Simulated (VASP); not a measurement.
# Ge (Cmmm) in VASP: further runs, part 2 of 2

VASP 6.6.1. The steps go on from the part before.

**3. Single point, PBE (21.58 Å³/atom)**

This run uses another cell than the first one, of 21.58 Å³/atom.

File INCAR:

```
SYSTEM = Ge
ALGO     = Normal         ! electronic algorithm
EDIFF    = 1E-6           ! SCF threshold, eV
ENCUT    = 520            ! plane-wave cutoff, eV
GGA      = PE             ! functional
ISIF     = 2              ! what is computed and relaxed
ISMEAR   = 0              ! smearing method
LASPH    = .True.         ! aspherical terms in the spheres
LCHARG   = .False.        ! write CHGCAR
LREAL    = .False.        ! projectors in reciprocal space
LWAVE    = .False.        ! write WAVECAR
NBANDS   = 66             ! bands
NELM     = 80             ! most SCF steps
PREC     = Accurate       ! precision mode
SIGMA    = 0.1            ! smearing width, eV
```

File KPOINTS:

```
k-points
0
Gamma
  6 6 10
  0 0 0
```

File POSCAR:

```
Ge
1.0
    3.2615784396     -6.7657452571      0.0000000000
    3.2615784396      6.7657452571      0.0000000000
    0.0000000000      0.0000000000      3.9114106005
Ge
8
Direct
    0.1491887122      0.4844810199      0.0000000000
    0.8508112878      0.5155189801      0.0000000000
    0.5155189801      0.8508112878      0.0000000000
    0.4844810199      0.1491887122      0.0000000000
    0.9026658008      0.7244453848      0.5000000000
    0.0973341992      0.2755546152      0.5000000000
    0.2755546152      0.0973341992      0.5000000000
    0.7244453848      0.9026658008      0.5000000000
```

Potentials or basis: VASP PAW PBE potentials, release 64 (Ge_d).

On the command line:

```console
> cat potpaw_PBE.64/Ge_d/POTCAR > POTCAR
> mpirun -np 1 vasp_std > vasp.out
```

OUTCAR:

```text
SYSTEM = Ge
   EDIFF = 1E-6
   ENCUT = 520
   GGA = PE
   ISIF = 2
   ISMEAR = 0
   LASPH = .True.
   LREAL = .False.
   NELM = 80
   PREC = Accurate

 ion  position               nearest neighbor table
   1  0.149  0.484  0.000-   6 2.38   6 2.38   3 2.39   2 2.39
   2  0.851  0.516  0.000-   5 2.38   5 2.38   4 2.39   1 2.39
   3  0.516  0.851  0.000-   8 2.38   8 2.38   1 2.39   4 2.39
   4  0.484  0.149  0.000-   7 2.38   7 2.38   2 2.39   3 2.39
   5  0.903  0.724  0.500-   2 2.38   2 2.38   8 2.41   7 2.43
   6  0.097  0.276  0.500-   1 2.38   1 2.38   7 2.41   8 2.43
   7  0.276  0.097  0.500-   4 2.38   4 2.38   6 2.41   5 2.43
[... 1870 lines left out ...]
  Total       10.5099464     10.5115244     10.4574023     -0.0000000      0.0000000      0.0000000
  in kB       97.5448193     97.5594654     97.0571474     -0.0000000      0.0000000      0.0000000
  external PRESSURE =      97.3871441 kB  Pullay stress =       0.0000000 kB

 VOLUME and BASIS-vectors are now :
 -----------------------------------------------------------------------------
  energy-cutoff  :      520.00
  volume of cell :      172.63
      direct lattice vectors                 reciprocal lattice vectors
     3.261578440 -6.765745257  0.000000000     0.153300008 -0.073901689  0.000000000
     3.261578440  6.765745257  0.000000000     0.153300008  0.073901689  0.000000000
     0.000000000  0.000000000  3.911410601     0.000000000  0.000000000  0.255662241

 POSITION                                       TOTAL-FORCE (eV/Angst)
 -----------------------------------------------------------------------------------
      2.06676      2.26850      0.00000         0.000786      0.002478      0.000000
      4.45639     -2.26850      0.00000        -0.000786     -0.002478     -0.000000
      4.45639      2.26850      0.00000        -0.000786      0.002478      0.000000
      2.06676     -2.26850      0.00000         0.000786     -0.002478      0.000000
      5.30695     -1.20579      1.95571         0.002671      0.001964      0.000000
      1.21621      1.20579      1.95571        -0.002671     -0.001964      0.000000
      1.21621     -1.20579      1.95571        -0.002671      0.001964      0.000000
      5.30695      1.20579      1.95571         0.002671     -0.001964      0.000000
 -----------------------------------------------------------------------------------
    total drift:                                0.000000     -0.000000     -0.000000

  FREE ENERGIE OF THE ION-ELECTRON SYSTEM (eV)
  ---------------------------------------------------
  free  energy   TOTEN  =       -35.0752457112 eV

  energy  without entropy=      -35.0749424623  energy(sigma->0) =      -35.07509409
```

OSZICAR:

```text
N       E                     dE             d eps       ncg     rms          rms(c)
DAV:   1     0.138097983461E+04    0.13810E+04   -0.51532E+04 12168   0.479E+03
DAV:   2     0.245283675680E+03   -0.11357E+04   -0.11030E+04 10296   0.112E+03
DAV:   3    -0.888767490858E+01   -0.25417E+03   -0.24421E+03 10558   0.274E+02
DAV:   4    -0.346038439852E+02   -0.25716E+02   -0.24909E+02 11880   0.926E+01
DAV:   5    -0.355595782532E+02   -0.95573E+00   -0.94753E+00 11582   0.195E+01    0.716E+00
DAV:   6    -0.352329123979E+02    0.32667E+00   -0.40421E-01 14814   0.423E+00    0.416E+00
DAV:   7    -0.350636549769E+02    0.16926E+00   -0.33937E-01 11444   0.517E+00    0.348E-01
DAV:   8    -0.350721003766E+02   -0.84454E-02   -0.60042E-02 12214   0.511E+00    0.214E-01
DAV:   9    -0.350742180165E+02   -0.21176E-02   -0.81548E-03 14620   0.163E+00    0.133E-01
DAV:  10    -0.350750811303E+02   -0.86311E-03   -0.19409E-03 11136   0.574E-01    0.343E-02
DAV:  11    -0.350752185009E+02   -0.13737E-03   -0.43397E-04 11266   0.662E-01    0.126E-02
DAV:  12    -0.350752413344E+02   -0.22834E-04   -0.10013E-04 14494   0.103E-01    0.679E-03
DAV:  13    -0.350752453964E+02   -0.40621E-05   -0.29039E-05 11202   0.124E-01    0.259E-03
DAV:  14    -0.350752457112E+02   -0.31481E-06   -0.22800E-06  7168   0.738E-02
   1 F= -.35075246E+02 E0= -.35075094E+02  d E =-.303249E-03
```

Run time: 21 min. Hardware: 1 thread of Oxide Virtual Turin-like, shared host; peak memory 0.64 GiB.

Results:

```
Free energy            : -35.0752 eV
Pressure               : 9.7 GPa
Largest force          : 0.003 eV/Å
Band gap on the k mesh : 0.20 eV (least direct gap 0.56 eV)
```

Forces on the atoms (eV/Å):
```
Ge   0.001  0.002  0.000
Ge  -0.001 -0.002  0.000
Ge  -0.001  0.002  0.000
Ge   0.001 -0.002  0.000
Ge   0.003  0.002  0.000
Ge  -0.003 -0.002  0.000
Ge  -0.003  0.002  0.000
Ge   0.003 -0.002  0.000
```

Levels at points of the mesh, in eV from the valence-band top:
```
           k point  band 53  band 54  band 55  band 56  band 57  band 58  band 59  band 60
(0.00, 0.00, 0.00)    -1.40    -1.13    -0.94    -0.79     0.31     0.39     1.68     2.00
(0.50, 0.00, 0.00)    -2.41    -1.82    -1.58    -1.27     0.80     1.05     1.41     1.49
(0.50, 0.50, 0.00)    -1.69    -0.12    -0.07     0.00     0.56     0.69     0.93     1.52
(0.00, 0.00, 0.50)    -3.24    -3.19    -1.73    -1.58     1.77     1.98     2.77     2.98
(0.50, 0.00, 0.50)    -2.71    -2.66    -2.41    -1.60     0.67     1.05     1.15     1.59
(0.50, 0.50, 0.50)    -3.09    -2.96    -2.89    -2.79     0.43     0.73     1.77     2.05
```

Caveat: the cell stands under pressure; semilocal functionals underestimate gaps, and a narrow one can read as zero. A k mesh can miss the band edges.
